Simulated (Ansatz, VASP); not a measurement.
# KBr in VASP and in Ansatz

The input INCAR:

```
PREC = Accurate
ENCUT = 520
EDIFF = 1E-6
ISMEAR = 0
SIGMA = 0.05
LREAL = False
LASPH = True
NELM = 60
ALGO = Normal
ISIF = 2
LWAVE = False
LCHARG = False
GGA = PE
NBANDS = 15
```

KPOINTS

```
regular mesh
0
Gamma
  10 10 10
```

POSCAR

```
KBr
1.0
    0.0000000000      3.3967925250      3.3967925250
    3.3967925250      0.0000000000      3.3967925250
    3.3967925250      3.3967925250      0.0000000000
K Br
1 1
Direct
    0.0000000000      0.0000000000      0.0000000000
    0.5000000000      0.5000000000      0.5000000000
```

Input for Ansatz:

```yaml
crystal:
  lattice:
    - [0.0, 3.3967924607, 3.3967924607]
    - [3.3967924607, 0.0, 3.3967924607]
    - [3.3967924607, 3.3967924607, 0.0]
  atoms:
    - { symbol: K, position: [0.0, 0.0, 0.0] }
    - { symbol: Br, position: [0.5, 0.5, 0.5] }
basis:
  ecutwfc: 420
  ecutrho_ratio: 4
kpoints:
  mp_grid: { grid: [10, 10, 10] }
hamiltonian:
  xc: pbe
scf:
  occupations: { method: gaussian, width: 0.05 }
output:
  forces: true
  stress: true
  eigenvalues: true
  write_density: true
  write_potential: true
  elf: true
  volumetric_format: npy
```

Alike in both runs: task single point; functional PBE; k mesh 10 × 10 × 10; occupations gaussian, width 0.05 eV; no spin polarisation.

|  | VASP | Ansatz |
| --- | --- | --- |
| version | VASP 6.6.1 | Ansatz 0.2.0 |
| potentials or method | VASP PAW PBE potentials, release 64 (K_sv, Br), cutoff 520 eV | scalar-relativistic, plane waves, PAW |
| valence electrons in the cell | 16 | 16 |

```csv
,VASP,Ansatz,Ansatz less VASP
gap on the k mesh at the Fermi level (eV),4.21,4.21,+0.001
least direct gap on the mesh (eV),4.21,4.21,+0.001
pressure (GPa),-0.5,-0.5,-0.02
```
